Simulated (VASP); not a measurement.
# Sc (C2/m) in VASP: notebook

Runs on Sc. Level: PBEsol. Tasks: single point.

Program: VASP 6.6.1. These are calculated values, not measurements. Logs are shortened: lines on timing, memory, paths and dates and some standing lists are left out, and cuts for length are marked.

## Step 1: The cell of the first run

It takes space group C2/m (No. 12, monoclinic). Conventional cell: a = 5.731 Å, b = 3.309 Å, c = 5.268 Å, α = 90.00°, β = 91.15°, γ = 90.00°. Within 4.2 Å of Sc (site symmetry m) lie 12 Sc at 3.22 to 3.31 Å.

## Step 2: Single point, PBEsol (strain -0.0200 x Voigt [0, 0, 0, 1, 0, 0])

Contents of INCAR:

```
ALGO = Fast ; EDIFF = 1E-7
ENCUT = 520 ; GGA = PS
ISIF = 2 ; ISMEAR = 0
LASPH = True ; LCHARG = False
LREAL = False ; LWAVE = False
NBANDS = 18 ; NELM = 60
PREC = Accurate ; SIGMA = 0.15
```

Contents of KPOINTS:

```
k-points
0
Gamma
  18 18 10
```

Contents of POSCAR:

```
Sc
1.0
    3.3087978973      0.0000000000      0.0000000000
   -1.6543989486      2.8655030350     -0.0286550304
    0.0000000000     -0.0526800000      5.2680000000
Sc
2
Direct
    0.3333333333      0.6666666667      0.2500000000
    0.6666666667      0.3333333333      0.7500000000
```

Potentials or basis: VASP PAW PBE potentials, release 64 (Sc_sv).

Command:

```
$ cat potpaw_PBE.64/Sc_sv/POTCAR > POTCAR
$ mpirun -np 1 vasp_std > vasp.out
```

OUTCAR:

```text
EDIFF = 1E-7
   ENCUT = 520
   GGA = PS
   ISIF = 2
   ISMEAR = 0
   LASPH = True
   LREAL = False
   NELM = 60
   PREC = Accurate

 ion  position               nearest neighbor table
   1  0.333  0.667  0.250-   2 3.22   2 3.24   2 3.24   2 3.27   2 3.27   2 3.28
   2  0.667  0.333  0.750-   1 3.22   1 3.24   1 3.24   1 3.27   1 3.27   1 3.28

  LATTYP: Found a base centered monoclinic cell.
 ALAT       =     5.7312926131
 B/A-ratio  =     0.5773214039
 C/A-ratio  =     0.9192103333
 COS(beta)  =    -0.0199980002

  Lattice vectors:

 A1 = (   1.6543989487,   2.8655030350,  -0.0286550304)
 A2 = (  -1.6543989486,   2.8655030350,  -0.0286550304)
 A3 = (   0.0000000000,  -0.0526800000,   5.2680000000)

Analysis of symmetry for initial positions (statically):
=====================================================================
 Subroutine PRICEL returns:
 Original cell was already a primitive cell.

 Routine SETGRP: Setting up the symmetry group for a
 base centered monoclinic supercell.

 Subroutine GETGRP returns: Found  4 space group operations
 (whereof  4 operations were pure point group operations)
 out of a pool of  4 trial point group operations.

The static configuration has the point symmetry C_2h.

Analysis of symmetry for dynamics (positions and initial velocities):
=====================================================================
 Subroutine PRICEL returns:
 Original cell was already a primitive cell.

 Routine SETGRP: Setting up the symmetry group for a
 base centered monoclinic supercell.

 Subroutine GETGRP returns: Found  4 space group operations
 (whereof  4 operations were pure point group operations)
 out of a pool of  4 trial point group operations.

The dynamic configuration has the point symmetry C_2h.

 Subroutine INISYM returns: Found  4 space group operations
 (whereof  4 operations are pure point group operations),
 and found     1 'primitive' translations

----------------------------------------------------------------------------------------

                                     Primitive cell

  volume of cell :      49.9429

  direct lattice vectors                    reciprocal lattice vectors
     3.308797897  0.000000000  0.000000000     0.302224563  0.174506884  0.001745069
    -1.654398949  2.865503035 -0.028655030     0.000000000  0.349013767  0.003490138
     0.000000000 -0.052680000  5.268000000     0.000000000  0.001898443  0.189844345

  length of vectors
     3.308797897  3.308921975  5.268263393     0.348991955  0.349031218  0.189853837

  position of ions in fractional coordinates (direct lattice)
     0.333333333  0.666666667  0.250000000
     0.666666667  0.333333333  0.750000000

  ion indices of the primitive-cell ions
   primitive index   ion index
                 1           1
                 2           2

----------------------------------------------------------------------------------------

 KPOINTS: k-points

Automatic generation of k-mesh.
 Grid dimensions read from file:
 generate k-points for:   18   18   10

 Generating k-lattice:

  Cartesian coordinates                     Fractional coordinates (reciprocal lattice)
     0.016790254  0.009694827  0.000096948     0.055555556 -0.000000000  0.000000000
     0.000000000  0.019389654  0.000193897     0.000000000  0.055555556 -0.000000000
     0.000000000  0.000189844  0.018984435     0.000000000  0.000000000  0.100000000

  Length of vectors
     0.019388442  0.019390623  0.018985384

  Shift w.r.t. Gamma in fractional coordinates (k-lattice)
     0.000000000  0.000000000  0.000000000

 Subroutine IBZKPT returns following result:
 ===========================================

 Found    866 irreducible k-points:

 Following reciprocal coordinates:
            Coordinates               Weight
  0.000000  0.000000  0.000000      1.000000
  0.055556 -0.000000  0.000000      4.000000
  0.111111 -0.000000  0.000000      4.000000
  0.166667 -0.000000 -0.000000      4.000000
  0.222222  0.000000 -0.000000      4.000000
  0.277778  0.000000 -0.000000      4.000000
[... 16 lines left out ...]
 -0.333333  0.055556  0.000000      4.000000
 -0.277778  0.055556  0.000000      4.000000
 [... further k-points ...]
   k-points           NKPTS =    866   k-points in BZ     NKDIM =    866   number of bands    NBANDS=     18
   number of dos      NEDOS =    301   number of ions     NIONS =      2
   total plane-waves  NPLWV =  31360
   dimension x,y,z NGX =    28 NGY =   28 NGZ =   40
   dimension x,y,z NGXF=    56 NGYF=   56 NGZF=   80
   ions per type =               2
   NGX,Y,Z   is equivalent  to a cutoff of  14.07, 14.07, 12.62 a.u.
   NGXF,Y,Z  is equivalent  to a cutoff of  28.14, 28.14, 25.24 a.u.
 SYSTEM =  unknown system
   PREC   = accura    normal or accurate (medium, high low for compatibility)
   ISTART =      0    job   : 0-new  1-cont  2-samecut
   ICHARG =      2    charge: 1-file 2-atom 10-const
   ISPIN  =      1    spin polarized calculation?
   LNONCOLLINEAR =      F non collinear calculations
   LSORBIT =      F    spin-orbit coupling
   LASPH  =      T    aspherical Exc in radial PAW
   ENCUT  =  520.0 eV  38.22 Ry    6.18 a.u.   6.15  6.15  9.80*2*pi/ulx,y,z
   NELM   =     60;   NELMIN=  2; NELMDL= -5     # of ELM steps
   EDIFF  = 0.1E-06   stopping-criterion for ELM
   LREAL  =      F    real-space projection
   EDIFFG = 0.1E-05   stopping-criterion for IOM
   NSW    =      0    number of steps for IOM
   IBRION =     -1    ionic relax: 0-MD 1-quasi-New 2-CG
   NFREE  =      0    steps in history (QN), initial steepest desc. (CG)
   ISIF   =      2    stress and relaxation
   ISYM   =      2    0-nonsym 1-usesym 2-fastsym
   POTIM  = 0.5000    time-step for ionic-motion
   TEBEG  =    0.0;   TEEND  =   0.0 temperature during run
   PSTRESS=    0.0 pullay stress
   NELECT =      22.0000    total number of electrons
   NUPDOWN=      -1.0000    fix difference up-down
   EMIN   =  10.00;   EMAX   =-10.00  energy-range for DOS
   EFERMI =   0.00;   METHOD = LEGACY
   ISMEAR =     0;   SIGMA  =   0.15  broadening in eV -4-tet -1-fermi 0-gaus
   EFERMI_NEDOS =   21; number of points for ismear=-14 and -15
   IALGO  =     68    algorithm
   IMIX   =      4    mixing-type and parameters
     AMIX     =   0.40;   BMIX     =  1.00
     AMIX_MAG =   1.60;   BMIX_MAG =  1.00
  volume/ion in A,a.u.               =      24.97       168.52
  Fermi-wavevector in a.u.,A,eV,Ry     =   1.245636  2.353911 21.110931  1.551610
  Thomas-Fermi vector in A             =   2.379850
   LORBIT       =      0    0 simple, 1 ext, 2 COOP (PROOUT), +10 PAW based schemes
   GGA     = PS    functional components
   LHFCALC =     F    Hartree Fock is set to
   AEXX    =    0.0000 exact exchange contribution
   IVDW    =     0    specifies the selected vdW correction
   LEPSILON=     F    determine dielectric tensor
   LRPA    =     F    only Hartree local field effects (RPA)
 non-spin polarized calculation
 RMM-DIIS sequential band-by-band and
 Gauss-broadening in eV      SIGMA  =   0.15
  energy-cutoff  :      520.00
  volume of cell :       49.94
 maximum number of plane-waves:      1365
 NGX is ok and might be reduce to    28
   NGX = 13   NGY = 13   NGZ = 19

 number of electron      21.9999999 magnetization

 Free energy of the ion-electron system (eV)
  ---------------------------------------------------
  ext. energy  EPLUGINS =         0.00000000
  ---------------------------------------------------
  free energy    TOTEN  =       -13.20516389 eV

  energy without entropy =      -13.15653456  energy(sigma->0) =      -13.18084923

 E-fermi :   3.5023     XC(G=0):  -9.9370

 val. band max:        3.5022240969   @ k =  -0.3889   0.3333   0.1000
 cond. band min:       3.5024054389   @ k =   0.2222  -0.4444   0.3000
 fundamental gap:      0.0001813420
 Fermi energy:         3.5023211189

 k-point     1 :       0.0000    0.0000    0.0000
  band No.  band energies     occupation
      1     -45.7402      2.00000
      2     -45.6769      2.00000
      3     -24.6410      2.00000
      4     -24.3100      2.00000
      5     -24.3098      2.00000
      6     -24.2526      2.00000
[... 10 lines left out ...]
     17       5.8613      0.00000
     18       5.8670      0.00000

 k-point     2 :       0.0556   -0.0000    0.0000
  band No.  band energies     occupation
      1     -45.7388      2.00000
      2     -45.6763      2.00000
      3     -24.6371      2.00000
      4     -24.3180      2.00000
      5     -24.3126      2.00000
      6     -24.2606      2.00000
[... 10 lines left out ...]
     17       5.8022      0.00000
     18       5.8244      0.00000

 k-point     3 :       0.1111   -0.0000    0.0000
  band No.  band energies     occupation
      1     -45.7345      2.00000
      2     -45.6747      2.00000
      3     -24.6257      2.00000
      4     -24.3413      2.00000
      5     -24.3202      2.00000
      6     -24.2847      2.00000
[... 10 lines left out ...]
     17       5.6797      0.00000
     18       5.7202      0.00000

 k-point     4 :       0.1667   -0.0000   -0.0000
  band No.  band energies     occupation
      1     -45.7280      2.00000
      2     -45.6722      2.00000
      3     -24.6075      2.00000
      4     -24.3771      2.00000
      5     -24.3316      2.00000
      6     -24.3211      2.00000
[... 10 lines left out ...]
     17       5.7166      0.00000
     18       5.8837      0.00000

 k-point     5 :       0.2222    0.0000   -0.0000
  band No.  band energies     occupation
      1     -45.7197      2.00000
      2     -45.6694      2.00000
      3     -24.5837      2.00000
      4     -24.4213      2.00000
      5     -24.3648      2.00000
      6     -24.3453      2.00000
[... 10 lines left out ...]
     17       5.9406      0.00000
     18       6.1537      0.00000

 k-point     6 :       0.2778    0.0000   -0.0000
  band No.  band energies     occupation
      1     -45.7105      2.00000
      2     -45.6668      2.00000
      3     -24.5560      2.00000
      4     -24.4687      2.00000
      5     -24.4103      2.00000
      6     -24.3595      2.00000
[... 10 lines left out ...]
     17       6.2265      0.00000
     18       6.4707      0.00000

 k-point     7 :       0.3333   -0.0000   -0.0000
  band No.  band energies     occupation
      1     -45.7013      2.00000
      2     -45.6649      2.00000
      3     -24.5270      2.00000
      4     -24.5131      2.00000
      5     -24.4521      2.00000
      6     -24.3724      2.00000
[... 10 lines left out ...]
     17       6.5891      0.00000
     18       6.7881      0.00000

 k-point     8 :       0.3889   -0.0000    0.0000
  band No.  band energies     occupation
      1     -45.6931      2.00000
      2     -45.6640      2.00000
      3     -24.5503      2.00000
      4     -24.4983      2.00000
      5     -24.4856      2.00000
      6     -24.3828      2.00000
[... 10 lines left out ...]
     17       6.9961      0.00000
     18       7.0997      0.00000
[... 229 lines left out ...]
     17       7.3166      0.00000
     18       7.4586      0.00000

 k-point    20 :       0.5000    0.0556    0.0000
  band No.  band energies     occupation
      1     -45.6850      2.00000
      2     -45.6642      2.00000
      3     -24.5780      2.00000
      4     -24.5108      2.00000
      5     -24.4674      2.00000
      6     -24.3952      2.00000
[... 10 lines left out ...]
     17       7.3635      0.00000
     18       7.6041      0.00000

 k-point    21 :      -0.4444    0.0556    0.0000
  band No.  band energies     occupation
      1     -45.6892      2.00000
      2     -45.6639      2.00000
      3     -24.5619      2.00000
      4     -24.4972      2.00000
      5     -24.4837      2.00000
      6     -24.3903      2.00000
[... 10 lines left out ...]
     17       7.1013      0.00000
     18       7.4238      0.00000

 k-point    22 :      -0.3889    0.0556    0.0000
  band No.  band energies     occupation
      1     -45.6964      2.00000
      2     -45.6643      2.00000
      3     -24.5321      2.00000
      4     -24.5095      2.00000
      5     -24.4709      2.00000
      6     -24.3807      2.00000
[... 10 lines left out ...]
     17       6.8220      0.00000
     18       7.1142      0.00000

 k-point    23 :      -0.3333    0.0556    0.0000
  band No.  band energies     occupation
      1     -45.7051      2.00000
      2     -45.6656      2.00000
      3     -24.5393      2.00000
      4     -24.4907      2.00000
      5     -24.4358      2.00000
      6     -24.3669      2.00000
[... 10 lines left out ...]
     17       6.4497      0.00000
     18       6.7216      0.00000

 k-point    24 :      -0.2778    0.0556    0.0000
  band No.  band energies     occupation
      1     -45.7143      2.00000
      2     -45.6678      2.00000
      3     -24.5679      2.00000
      4     -24.4450      2.00000
      5     -24.3961      2.00000
      6     -24.3499      2.00000
[... 10 lines left out ...]
     17       6.0747      0.00000
     18       6.4080      0.00000

 [... further k-points ...]

------------------------ aborting loop because EDIFF is reached ----------------------------------------

  FORCE on cell =-STRESS in cart. coord.  units (eV):
  Direction    XX          YY          ZZ          XY          YZ          ZX
  --------------------------------------------------------------------------------------
  -------------------------------------------------------------------------------------
  Total       -0.6930031     -0.6929742     -1.1868454     -0.0000000      0.1706166      0.0000000
  in kB      -22.2316824    -22.2307535    -38.0742444     -0.0000000      5.4734159      0.0000000
  external PRESSURE =     -27.5122268 kB  Pullay stress =       0.0000000 kB

 VOLUME and BASIS-vectors are now :
 -----------------------------------------------------------------------------
  energy-cutoff  :      520.00
  volume of cell :       49.94
      direct lattice vectors                 reciprocal lattice vectors
     3.308797897  0.000000000  0.000000000     0.302224563  0.174506884  0.001745069
    -1.654398949  2.865503035 -0.028655030     0.000000000  0.349013767  0.003490138
     0.000000000 -0.052680000  5.268000000     0.000000000  0.001898443  0.189844345

 POSITION                                       TOTAL-FORCE (eV/Angst)
 -----------------------------------------------------------------------------------
     -0.00000      1.89717      1.29790        -0.000000     -0.002091      0.000021
      1.65440      0.91566      3.94145         0.000000      0.002091     -0.000021
 -----------------------------------------------------------------------------------
    total drift:                                0.000000     -0.000000     -0.000000

  FREE ENERGIE OF THE ION-ELECTRON SYSTEM (eV)
  ---------------------------------------------------
  free  energy   TOTEN  =       -13.2051638922 eV

  energy  without entropy=      -13.1565345643  energy(sigma->0) =      -13.18084923
```

Run time: 28 min. Hardware: 1 thread of Oxide Virtual Turin-like, shared host; peak memory 0.66 GiB.

Results:

```yaml
Free_energy: -13.2052 eV
Pressure: -2.8 GPa
Band_gap_on_the_k_mesh: zero (bands 11 and 12 overlap by 1.35 eV)
```

Forces in eV/Å, atoms in the order of the input:
```
Sc   0.000 -0.002  0.000
Sc   0.000  0.002  0.000
```

Caveat: the cell differs from its parent crystal (strain -0.0200 x Voigt [0, 0, 0, 1, 0, 0]); the PAW data sets were made with another functional, which shifts forces and pressure a little.

(Part 1 of 2 ends here.)
